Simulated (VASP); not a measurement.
CuW2:

```
Cu W
1.0
     4.61505    0.00000    0.00000
    -2.30752    3.99675    0.00000
     0.00000    0.00000    2.67640
Cu W
1 2
Cartesian
  0.0000 0.0000 1.3382
  2.3075 1.3322 1.3382
  0.0000 2.6645 1.3382
```

* Program: VASP 6.6.1
* Task: relaxation of cell and atoms
* Functional: PBE
* Potentials or basis: VASP PAW PBE potentials, release 64 (Cu, W_sv)
* Cutoff: 600 eV
* k mesh: 6 × 6 × 6
* Occupations: gaussian, width 0.1 eV
* Spin: no spin polarisation

At the start: pressure -2.3 GPa; volume 16.46 Å³/atom.

Task: How do energy, volume and symmetry change on relaxing?

Result: Over 4 steps the energy falls by 21.3 meV/atom and the volume is 16.17 Å³/atom (-1.7 %); space group P6/mmm (No. 191, to 0.05 Å).

Step by step:
```
step  energy change (eV)  largest force (eV/Å)  pressure (GPa)  volume (Å³)
   1              0.0000                0.0000           -2.26        49.37
   2              0.0031                0.0000            3.87        47.64
   3             -0.0637                0.0000            0.05        48.56
   4             -0.0638                0.0000            0.24        48.51
```

Final structure:
```
CELL_PARAMETERS angstrom
4.64539 0.00000 0.00000
-2.32270 4.02303 0.00000
0.00000 0.00000 2.59566
ATOMIC_POSITIONS crystal
Cu 0.00000 0.00000 0.50000
W 0.66667 0.33333 0.50000
W 0.33333 0.66667 0.50000
```

Caveat: the k points lie up to 0.40 Å⁻¹ apart in the final cell.
